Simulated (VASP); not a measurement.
Wanted: the native input for a VASP 6.6.1 run.

- Task: single point
- Functional: r2SCAN
- Potentials or basis: VASP PAW PBE potentials, release 64 (Sn_d, O)
- Cutoff: 520 eV
- k mesh: 5 × 5 × 2
- Occupations: fermi-dirac, width 0.1 eV
- Spin: no spin polarisation
- Dipole correction: no
- Further INCAR settings: ALGO = Normal; EDIFF = 1e-06; NBANDS = 50; ISYM = 0

The system is SnO.

```
Sn O
1.0
     2.47126    2.82712    0.00000
     2.47126   -2.82712    0.00000
     0.00000    0.00000  -10.99217
Sn O
4 4
Direct
  0.00000 0.00000 0.00000
  0.00000 0.00000 0.50000
  0.44100 0.55900 0.74600
  0.55900 0.44100 0.24600
  0.43000 0.93000 0.62000
  0.57000 0.07000 0.12000
  0.07000 0.57000 0.62000
  0.93000 0.43000 0.12000
```

One way to write it, as run:

POSCAR

```
SnO
1.0
    2.4712613500      2.8271229900      0.0000000000
    2.4712613500     -2.8271229900      0.0000000000
    0.0000000000      0.0000000000    -10.9921705000
Sn O
4 4
Direct
    0.0000000000      0.0000000000      0.0000000000
    0.0000000000      0.0000000000      0.5000000000
    0.4410000000      0.5590000000      0.7460000000
    0.5590000000      0.4410000000      0.2460000000
    0.4300000000      0.9300000000      0.6200000000
    0.5700000000      0.0700000000      0.1200000000
    0.0700000000      0.5700000000      0.6200000000
    0.9300000000      0.4300000000      0.1200000000
```

INCAR.step1

```
ALGO = Normal ; EDIFF = 1E-4
ENCUT = 520 ; GGA = PE
ISMEAR = -1 ; ISYM = 0
LASPH = T ; LCHARG = F
LREAL = F ; LWAVE = T
NBANDS = 50 ; NELM = 80
PREC = Accurate ; SIGMA = 0.1
```

INCAR.step2

```
ALGO = Normal ; EDIFF = 1E-6
ENCUT = 520 ; ISIF = 2
ISMEAR = -1 ; ISTART = 1
ISYM = 0 ; LASPH = T
LCHARG = F ; LMIXTAU = T
LREAL = F ; LWAVE = F
METAGGA = R2SCAN ; NBANDS = 50
NELM = 80 ; PREC = Accurate
SIGMA = 0.1
```

KPOINTS

```
k-points
0
Gamma
  5 5 2
```

Potentials or basis: VASP PAW PBE potentials, release 64 (Sn_d, O).

Run with:

```bash
$ cat potpaw_PBE.64/Sn_d/POTCAR potpaw_PBE.64/O/POTCAR > POTCAR
$ cp INCAR.step1 INCAR
$ mpirun -np 1 vasp_std > vasp.out
$ cp INCAR.step2 INCAR
$ mpirun -np 1 vasp_std > vasp.out
```

Results of the run:

```
Pressure               : 11.4 GPa
Largest force          : 10.321 eV/Å
Band gap on the k mesh : zero (filled and empty bands touch)
```

Caveat: the cell stands under pressure; semilocal functionals underestimate gaps, so a narrow gap can read as zero; the PAW data sets were made with another functional, which shifts forces and pressure a little; spin-orbit coupling is left out, which moves the levels of the heavy elements.

It took 5.6 min on 1 thread of Intel(R) Xeon(R) 6975P-C (Granite Rapids), on a shared host, peak memory 0.34 GiB.
